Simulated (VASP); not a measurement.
# Ge (Cmmm) in VASP: notebook

The runs below take Ge through single point, with r2SCAN.

All numbers are computed with VASP 6.6.1; they aren't measurements. Logs are shortened: lines on timing, memory, paths and dates and some standing lists are left out, and cuts for length are marked.

### Step 1. The cell of the first run

The structure is orthorhombic, space group Cmmm (No. 65). The conventional cell has a = 2.774 Å, b = 4.871 Å, c = 2.646 Å, α = 90.00°, β = 90.00°, γ = 90.00°. Ge (site symmetry mmm) has 8 Ge at 2.65 to 2.80 Å within 3.5 Å.

### Step 2. Single point, r2SCAN (strain -0.0450 x Voigt [0, 1, 0, 0, 0, 0])

File POSCAR:

```
Ge
1.0
    1.3867709386     -2.4357167141      0.0000000000
    1.3867709386      2.4357167141      0.0000000000
    0.0000000000      0.0000000000      2.6462165275
Ge
1
Direct
    0.5000000000      0.5000000000      0.0000000000
```

File INCAR.step1:

```
SYSTEM = Ge
PREC     = Accurate       ! precision mode
ENCUT    = 520            ! plane-wave cutoff, eV
ISMEAR   = 0              ! smearing method
SIGMA    = 0.15           ! smearing width, eV
LREAL    = .False.        ! projectors in reciprocal space
LASPH    = .True.         ! aspherical terms in the spheres
NELM     = 80             ! most SCF steps
NBANDS   = 13             ! bands
GGA      = PE             ! functional
ALGO     = Normal         ! electronic algorithm
EDIFF    = 1E-4           ! SCF threshold, eV
LWAVE    = .True.         ! write WAVECAR
LCHARG   = .False.        ! write CHGCAR
```

File INCAR.step2:

```
SYSTEM = Ge
PREC     = Accurate       ! precision mode
ENCUT    = 520            ! plane-wave cutoff, eV
EDIFF    = 1E-6           ! SCF threshold, eV
ISMEAR   = 0              ! smearing method
SIGMA    = 0.15           ! smearing width, eV
LREAL    = .False.        ! projectors in reciprocal space
LASPH    = .True.         ! aspherical terms in the spheres
NELM     = 80             ! most SCF steps
ALGO     = Normal         ! electronic algorithm
ISIF     = 2              ! what is computed and relaxed
LWAVE    = .False.        ! write WAVECAR
LCHARG   = .False.        ! write CHGCAR
METAGGA  = R2SCAN         ! meta-GGA
LMIXTAU  = .True.       
NBANDS   = 13             ! bands
ISTART   = 1
```

File KPOINTS:

```
Automatic mesh
0
Gamma
  24 24 22
  0 0 0
```

Potentials or basis: VASP PAW PBE potentials, release 64 (Ge_d).

On the command line:

```console
$ cat potpaw_PBE.64/Ge_d/POTCAR > POTCAR
$ cp INCAR.step1 INCAR
$ mpirun -np 1 vasp_std > vasp.out
$ cp INCAR.step2 INCAR
$ mpirun -np 1 vasp_std > vasp.out
```

OUTCAR:

```text
SYSTEM = Ge
   PREC = Accurate
   ENCUT = 520
   EDIFF = 1E-6
   ISMEAR = 0
   LREAL = .False.
   LASPH = .True.
   NELM = 80
   ISIF = 2
   METAGGA = R2SCAN
   ISTART = 1

 ion  position               nearest neighbor table
   1  0.500  0.500  0.000-

  LATTYP: Found a base centered orthorhombic cell.
 ALAT       =     2.7735418772
 B/A-ratio  =     1.7563944025
 C/A-ratio  =     0.9540928692

  Lattice vectors:

 A1 = (   1.3867709386,  -2.4357167141,   0.0000000000)
 A2 = (   1.3867709386,   2.4357167141,   0.0000000000)
 A3 = (   0.0000000000,   0.0000000000,   2.6462165275)

Analysis of symmetry for initial positions (statically):
=====================================================================
 Subroutine PRICEL returns:
 Original cell was already a primitive cell.

 Routine SETGRP: Setting up the symmetry group for a
 base centered orthorhombic supercell.

 Subroutine GETGRP returns: Found  8 space group operations
 (whereof  8 operations were pure point group operations)
 out of a pool of  8 trial point group operations.

The static configuration has the point symmetry D_2h.

Analysis of symmetry for dynamics (positions and initial velocities):
=====================================================================
 Subroutine PRICEL returns:
 Original cell was already a primitive cell.

 Routine SETGRP: Setting up the symmetry group for a
 base centered orthorhombic supercell.

 Subroutine GETGRP returns: Found  8 space group operations
 (whereof  8 operations were pure point group operations)
 out of a pool of  8 trial point group operations.

The dynamic configuration has the point symmetry D_2h.

 Subroutine INISYM returns: Found  8 space group operations
 (whereof  8 operations are pure point group operations),
 and found     1 'primitive' translations

----------------------------------------------------------------------------------------

                                     Primitive cell

  volume of cell :      17.8767

  direct lattice vectors                    reciprocal lattice vectors
     1.386770939 -2.435716714  0.000000000     0.360549811 -0.205278388  0.000000000
     1.386770939  2.435716714  0.000000000     0.360549811  0.205278388  0.000000000
     0.000000000  0.000000000  2.646216528     0.000000000  0.000000000  0.377898025

  length of vectors
     2.802828847  2.802828847  2.646216528     0.414892013  0.414892013  0.377898025
[... 85 lines left out ...]
   ISIF   =      2    stress and relaxation
   ISYM   =      2    0-nonsym 1-usesym 2-fastsym
   POTIM  = 0.5000    time-step for ionic-motion
   TEBEG  =    0.0;   TEEND  =   0.0 temperature during run
   PSTRESS=    0.0 pullay stress
   NELECT =      14.0000    total number of electrons
   NUPDOWN=      -1.0000    fix difference up-down
   EMIN   =  10.00;   EMAX   =-10.00  energy-range for DOS
   EFERMI =   0.00;   METHOD = LEGACY
   ISMEAR =     0;   SIGMA  =   0.15  broadening in eV -4-tet -1-fermi 0-gaus
   EFERMI_NEDOS =   21; number of points for ismear=-14 and -15
   IALGO  =     38    algorithm
   IMIX   =      4    mixing-type and parameters
     AMIX     =   0.40;   BMIX     =  1.00
     AMIX_MAG =   1.60;   BMIX_MAG =  1.00
  volume/ion in A,a.u.               =      17.88       120.64
  Fermi-wavevector in a.u.,A,eV,Ry     =   1.508998  2.851592 30.981469  2.277074
  Thomas-Fermi vector in A             =   2.619378
   LORBIT       =      0    0 simple, 1 ext, 2 COOP (PROOUT), +10 PAW based schemes
   METAGGA = R2SCAN    functional components
   LHFCALC =     F    Hartree Fock is set to
   AEXX    =    0.0000 exact exchange contribution
   IVDW    =     0    specifies the selected vdW correction
   LEPSILON=     F    determine dielectric tensor
   LRPA    =     F    only Hartree local field effects (RPA)
 non-spin polarized calculation
 Gauss-broadening in eV      SIGMA  =   0.15
  energy-cutoff  :      520.00
  volume of cell :       17.88
 maximum number of plane-waves:       496
 NGX is ok and might be reduce to    24
   NGX = 11   NGY = 11   NGZ =  9

 number of electron      13.9999991 magnetization

 Free energy of the ion-electron system (eV)
  ---------------------------------------------------
  ext. energy  EPLUGINS =         0.00000000
  ---------------------------------------------------
  free energy    TOTEN  =       -13.48104019 eV

  energy without entropy =      -13.47717675  energy(sigma->0) =      -13.47910847

 E-fermi :   7.1600     XC(G=0): -12.6095

 val. band max:        7.1592146540   @ k =   0.2500   0.0833   0.2727
 cond. band min:       7.1615922352   @ k =  -0.0833   0.0833   0.2273
 fundamental gap:      0.0023775813
 Fermi energy:         7.1599994234

 k-point     1 :       0.0000    0.0000    0.0000
  band No.  band energies     occupation
      1     -18.4487      2.00000
      2     -18.3440      2.00000
      3     -18.3301      2.00000
      4     -18.1535      2.00000
      5     -18.1493      2.00000
      6      -7.1905      2.00000
      7      14.1577      0.00000
      8      16.4393      0.00000
      9      16.7426      0.00000
     10      17.8396      0.00000
     11      22.3352      0.00000
     12      22.8090      0.00000
     13      23.8116      0.00000
[... 354 lines left out ...]
  band No.  band energies     occupation
      1     -18.4286      2.00000
      2     -18.3075      2.00000
      3     -18.2220      2.00000
      4     -18.1719      2.00000
      5     -18.1706      2.00000
      6      -1.4333      2.00000
      7       1.0744      2.00000
      8      11.1652      0.00000
      9      16.5240      0.00000
     10      18.7042      0.00000
     11      24.6143      0.00000
     12      25.0626      0.00000
     13      25.6613      0.00000

 [... further k-points ...]

------------------------ aborting loop because EDIFF is reached ----------------------------------------

  FORCE on cell =-STRESS in cart. coord.  units (eV):
  Direction    XX          YY          ZZ          XY          YZ          ZX
  --------------------------------------------------------------------------------------
  -------------------------------------------------------------------------------------
  Total        0.6110860      0.4883952      0.0466943      0.0000000      0.0000000      0.0000000
  in kB       54.7678892     43.7718722      4.1849259      0.0000000      0.0000000      0.0000000
  external PRESSURE =      34.2415625 kB  Pullay stress =       0.0000000 kB

 VOLUME and BASIS-vectors are now :
 -----------------------------------------------------------------------------
  energy-cutoff  :      520.00
  volume of cell :       17.88
      direct lattice vectors                 reciprocal lattice vectors
     1.386770939 -2.435716714  0.000000000     0.360549811 -0.205278388  0.000000000
     1.386770939  2.435716714  0.000000000     0.360549811  0.205278388  0.000000000
     0.000000000  0.000000000  2.646216528     0.000000000  0.000000000  0.377898025

 POSITION                                       TOTAL-FORCE (eV/Angst)
 -----------------------------------------------------------------------------------
      1.38677      0.00000      0.00000         0.000000      0.000000      0.000000
 -----------------------------------------------------------------------------------
    total drift:                               -0.000000     -0.000000     -0.000000

  FREE ENERGIE OF THE ION-ELECTRON SYSTEM (eV)
  ---------------------------------------------------
  free  energy   TOTEN  =       -13.4810401926 eV

  energy  without entropy=      -13.4771767535  energy(sigma->0) =      -13.47910847
```

OUTCAR.step1:

```text
SYSTEM = Ge
   PREC = Accurate
   ENCUT = 520
   ISMEAR = 0
   LREAL = .False.
   LASPH = .True.
   NELM = 80
[... 603 lines left out ...]
 -----------------------------------------------------------------------------------
      1.38677      0.00000      0.00000        -0.000000      0.000000      0.000000
 -----------------------------------------------------------------------------------
    total drift:                               -0.000000     -0.000000     -0.000000

  FREE ENERGIE OF THE ION-ELECTRON SYSTEM (eV)
  ---------------------------------------------------
  free  energy   TOTEN  =        -4.2455781273 eV

  energy  without entropy=       -4.2412832232  energy(sigma->0) =       -4.24343068
```

Wall time 27 min (1 thread of AMD EPYC 7R43 (Zen 3), shared host); peak memory 0.44 GiB.

Results:

| Quantity | Value |
| --- | --- |
| Free energy | -13.4810 eV |
| Pressure | 3.4 GPa |
| Band gap on the k mesh | zero (bands 7 and 8 overlap by 11.07 eV) |

Caveat: the cell differs from its parent crystal (strain -0.0450 x Voigt [0, 1, 0, 0, 0, 0]); the stress differs along the axes, from 0 to 5 GPa; the PAW data sets were made with another functional, which shifts forces and pressure a little.

### Step 3. Single point, r2SCAN (strain -0.0600 x Voigt [0, 1, 0, 0, 0, 0])

File POSCAR:

```
Ge
1.0
    1.3867709386     -2.3974593835      0.0000000000
    1.3867709386      2.3974593835      0.0000000000
    0.0000000000      0.0000000000      2.6462165275
Ge
1
Direct
    0.5000000000      0.5000000000      0.0000000000
```

File INCAR.step1:

```
SYSTEM = Ge
PREC = Accurate
ENCUT = 520
ISMEAR = 0
SIGMA = 0.15
LREAL = .FALSE.
LASPH = .TRUE.
NELM = 60
NBANDS = 13
GGA = PE
ALGO = Normal
EDIFF = 1E-4
LWAVE = .TRUE.
LCHARG = .FALSE.
```

File INCAR.step2:

```
SYSTEM = Ge
PREC = Accurate
ENCUT = 520
EDIFF = 1E-7
ISMEAR = 0
SIGMA = 0.15
LREAL = .FALSE.
LASPH = .TRUE.
NELM = 60
ALGO = Normal
ISIF = 2
LWAVE = .FALSE.
LCHARG = .FALSE.
METAGGA = R2SCAN
LMIXTAU = .TRUE.
NBANDS = 13
ISTART = 1
```

File KPOINTS:

```
regular mesh
0
G
  24 24 22
  0 0 0
```

Potentials or basis: VASP PAW PBE potentials, release 64 (Ge_d).

On the command line:

```console
$ cat potpaw_PBE.64/Ge_d/POTCAR > POTCAR
$ cp INCAR.step1 INCAR
$ mpirun -np 1 vasp_std > vasp.out
$ cp INCAR.step2 INCAR
$ mpirun -np 1 vasp_std > vasp.out
```

Wall time 7 min (1 thread of Intel Xeon 6975P-C (Granite Rapids), shared host); peak memory 0.48 GiB.

The run converged. Its results:

| Property | Result |
| --- | --- |
| Free energy | -13.4707 eV |
| Pressure | 5.0 GPa |
| Band gap on the k mesh | zero (bands 7 and 8 overlap by 11.00 eV) |

Stress tensor (GPa, compression positive):
```
7.12 0.00 0.00
0.00 7.28 0.00
0.00 0.00 0.74
```

Levels at points of the mesh, in eV from the Fermi level:
| k point | band 4 | band 5 | band 6 | band 7 | band 8 | band 9 | band 10 | band 11 |
| --- | --- | --- | --- | --- | --- | --- | --- | --- |
| (0.00, 0.00, 0.00) | -25.31 | -25.31 | -14.50 | 6.86 | 9.72 | 9.76 | 10.61 | 15.61 |
| (0.50, 0.00, 0.00) | -25.33 | -25.33 | -8.55 | -6.39 | 4.82 | 9.05 | 11.51 | 17.64 |
| (0.50, 0.50, 0.00) | -25.33 | -25.33 | -8.52 | -6.38 | 4.77 | 9.00 | 11.53 | 17.65 |
| (0.00, 0.00, 0.50) | -25.40 | -25.38 | -10.30 | -6.70 | 13.07 | 13.11 | 18.92 | 19.14 |
| (0.50, 0.00, 0.50) | -25.32 | -25.23 | -3.78 | -3.15 | -2.13 | 3.69 | 8.07 | 13.75 |
| (0.50, 0.50, 0.50) | -25.32 | -25.23 | -3.75 | -3.14 | -2.12 | 3.70 | 8.01 | 13.69 |

Caveat: the cell differs from its parent crystal (strain -0.0600 x Voigt [0, 1, 0, 0, 0, 0]); the stress differs along the axes, from 1 to 7 GPa; the PAW data sets were made with another functional, which shifts forces and pressure a little.
